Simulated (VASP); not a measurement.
Ir:

```xyz
2
Lattice="2.7166 0.0000 0.0000 -1.3583 2.3526 0.0000 0.0000 0.0000 4.4077" Properties=species:S:1:pos:R:3 pbc="T T T"
Ir    1.3583    0.7842    3.3058
Ir    0.0000    1.5684    1.1019
```

Base run:

* Program: VASP 6.6.1
* Functional: PBEsol
* Potentials or basis: VASP PAW PBE potentials, release 64 (Ir)
* Cutoff: 520 eV
* k mesh: 9 × 9 × 4
* Occupations: gaussian, width 0.1 eV
* Spin: no spin polarisation

Its results: band gap on the k mesh zero (band 9 reaches 11.39 eV, above the bottom of band 10 at 8.24 eV); pressure 1.2 GPa.

Question: The run is repeated on the same cell with these changes: potentials or basis from VASP PAW PBE potentials, release 64 (Ir) to VASP PAW PBE potentials, release 64 (Ir_sv_GW); cutoff from 520 eV to 500 eV; further incar settings from ALGO = Normal; EDIFF = 1e-06; NBANDS = 16 to ALGO = Normal; EDIFF = 1e-06; NBANDS = 24; valence electrons from 18 to 34. What comes out?

Answer: Band gap on the k mesh zero (band 17 reaches 13.89 eV, above the bottom of band 18 at 10.75 eV); pressure -3.0 GPa.

Caveats: the PAW data sets were made with another functional, which shifts forces and pressure a little; spin-orbit coupling is left out, which moves the levels of the heavy elements.
